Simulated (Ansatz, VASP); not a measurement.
# Two plane-wave programs on Se

File INCAR:

```
SYSTEM = Se
PREC = Accurate
ENCUT = 520
EDIFF = 1E-6
ISMEAR = -1
SIGMA = 0.1
LREAL = .False.
LASPH = .True.
NELM = 80
ALGO = Normal
ISIF = 2
LWAVE = .False.
LCHARG = .False.
LDIPOL = .True.
IDIPOL = 3
DIPOL = 0.5 0.5 0.500
GGA = PS
NBANDS = 16
```

The input KPOINTS:

```
Automatic mesh
0
Gamma
  7 7 1
  0 0 0
```

File POSCAR:

```
Se
1.0
    2.3912694257      0.0000000000      0.0000000000
   -0.7080258458      2.2840465967      0.0000000000
    0.0000000000      0.0000000000     18.1443176898
Se
3
Direct
    0.0000000000      0.0000000000      0.3857957141
    0.5793681594      0.5793681604      0.5000000000
    0.1587363189      0.1587363207      0.6142042859
```

Input for Ansatz:

```yaml
crystal:
  lattice:
    - [2.391269425726641, 0.0, 0.0]
    - [-0.7080258458160549, 2.284046596722992, 0.0]
    - [0.0, -0.0, 18.144317689828785]
  atoms:
    - { symbol: Se, position: [0.0, 0.0, 0.38579571409973773] }
    - { symbol: Se, position: [0.5793681594284644, 0.5793681603719948, 0.5] }
    - { symbol: Se, position: [0.15873631885692852, 0.15873632074398958, 0.6142042859002622] }
kpoints:
  mp_grid:
    grid: [7, 7, 1]
hamiltonian:
  xc: pbesol
efield:
  axis: 3
  dipole_correction: true
scf:
  occupations:
    method: fermi_dirac
    width: 0.1
output:
  write_potential: true
  forces: true
```

Alike in both runs: task single point; functional PBEsol; k mesh 7 × 7 × 1; occupations fermi-dirac, width 0.1 eV; no spin polarisation.

```csv
,VASP,Ansatz
version,VASP 6.6.1,Ansatz 0.2.0
potentials or method,"VASP PAW PBE potentials, release 64 (Se)","plane waves, PAW"
plane-wave cutoff (eV),520,420
valence electrons in the cell,18,48
```

Ansatz gave:

| Property | Result |
| --- | --- |
| gap on the k mesh at the Fermi level (eV) | none |
| rms of the force components (eV/Å) | 2.054 |

Estimate VASP's values.

gap on the k mesh at the Fermi level (eV): none; rms of the force components (eV/Å): 2.092.

VASP's potentials were made for PBE, not for PBEsol. Atom by atom the forces differ by 0.038 eV/Å (rms over components). A gap of «none» marks a metal or a gap that the smearing closes. With one functional, cell and mesh, what is left measures potentials, basis and numerics. VASP's potentials hold 18 valence electrons a cell and Ansatz's 48, so a difference there can come from the potentials and not from the codes. Ansatz's warnings: xc potential rough in thin density.

The k mesh is coarse, so the values compare programs but aren't converged.
